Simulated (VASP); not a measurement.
Input of a VASP 6.6.1 run:

The input INCAR:

```
  PREC = Accurate
  ENCUT = 520
  EDIFF = 1E-7
  ISMEAR = -1
  SIGMA = 0.05
  LREAL = F
  LASPH = T
  NELM = 60
  ALGO = Normal
  ISIF = 2
  LWAVE = F
  LCHARG = F
  GGA = PS
  NBANDS = 9
```

Contents of KPOINTS:

```
Automatic mesh
0
Gamma
  16 16 16
```

File POSCAR:

```
Se
1.0
    1.8446966450      1.0650358475      0.8448873542
   -1.8446966450      1.0650358475      0.8448873542
    0.0000000000     -2.1300726534      0.8448873542
Se
1
Direct
    0.0000000000      0.0000000000      0.0000000000
```

Potentials or basis: VASP PAW PBE potentials, release 64 (Se).

Launch:

```bash
$ cat potpaw_PBE.64/Se/POTCAR > POTCAR
$ mpirun -np 1 vasp_std > vasp.out
```

Q: Predict the pressure.

A: 247.9 GPa.

Q: What does it give for the band gap on the k mesh?

A: Zero (band 3 reaches 26.59 eV, above the bottom of band 4 at 8.44 eV).

Stress tensor (GPa, compression positive):
```
253.66   0.00   0.00
  0.00 253.66   0.00
  0.00   0.00 236.44
```

Caveat: the PAW data sets were made with another functional, which shifts forces and pressure a little.
